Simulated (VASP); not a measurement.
Here is a VASP 6.6.1 calculation.

File POSCAR:

```
Hf
1.0
    0.0000000000      2.2200000000      2.3365500000
    2.2200000000      0.0000000000      2.3365500000
    2.2200000000      2.2200000000      0.0000000000
Hf
1
Direct
    0.0000000000      0.0000000000      0.0000000000
```

Contents of INCAR.step1:

```
PREC = Accurate
ENCUT = 520
ISMEAR = 0
SIGMA = 0.15
LREAL = False
LASPH = True
NELM = 100
NBANDS = 11
GGA = PE
ALGO = Normal
EDIFF = 1E-4
LWAVE = True
LCHARG = False
```

Contents of INCAR.step2:

```
PREC = Accurate
ENCUT = 520
EDIFF = 1E-6
ISMEAR = 0
SIGMA = 0.15
LREAL = False
LASPH = True
NELM = 100
ALGO = Normal
ISIF = 2
LWAVE = False
LCHARG = True
METAGGA = R2SCAN
LMIXTAU = True
LELF = True
LVHAR = True
NBANDS = 11
ISTART = 1
```

KPOINTS

```
Automatic mesh
0
Gamma
  18 18 18
```

Potentials or basis: VASP PAW PBE potentials, release 64 (Hf_pv).

Launch:

```console
$ cat potpaw_PBE.64/Hf_pv/POTCAR > POTCAR
$ cp INCAR.step1 INCAR
$ mpirun -np 1 vasp_std > vasp.out
$ cp INCAR.step2 INCAR
$ mpirun -np 1 vasp_std > vasp.out
```

**Question.** Estimate the band gap on the k mesh.

**Answer.** Zero (bands 5 and 6 overlap by 1.99 eV).

**Question.** Predict the pressure.

**Answer.** -3.1 GPa.

Stress tensor (GPa, compression positive):
```
-2.10  0.00  0.00
 0.00 -2.10  0.00
 0.00  0.00 -5.03
```

Caveat: the cell differs from its parent crystal (strain +0.0525 x Voigt [0, 0, 1, 0, 0, 0]); the cell stands under tension; the PAW data sets were made with another functional, which shifts forces and pressure a little; spin-orbit coupling is left out, which moves the levels of the heavy elements.
